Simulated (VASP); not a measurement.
Crystal: Ir.

```
Ir
1.0
     2.80534    0.00000    0.00000
    -1.40267    2.42950    0.00000
     0.00000    0.00000    4.54981
Ir
2
Direct
  0.33333 0.66667 0.25000
  0.66667 0.33333 0.75000
```

This cell differs from its parent crystal: volume scaled by 1.06.

Base run:

- Program: VASP 6.6.1
- Functional: PBE
- Potentials or basis: VASP PAW PBE potentials, release 64 (Ir)
- Cutoff: 520 eV
- k mesh: 11 × 11 × 6
- Occupations: fermi-dirac, width 0.05 eV
- Spin: no spin polarisation

Its results: band gap on the k mesh zero (band 9 reaches 9.79 eV, above the bottom of band 10 at 7.02 eV); pressure -17.9 GPa.

Problem. The run is repeated on the same cell with these changes: functional from PBE to PBEsol; further incar settings from ALGO = Normal; EDIFF = 1e-06; NBANDS = 16 to ALGO = Fast; EDIFF = 1e-06; NBANDS = 16. What comes out?

Solution. Band gap on the k mesh zero (band 9 reaches 9.63 eV, above the bottom of band 10 at 6.84 eV); pressure -27.7 GPa.

Caveats: spin-orbit coupling is left out, which moves the levels of the heavy elements; the PAW data sets were made with another functional, which shifts forces and pressure a little (some runs).
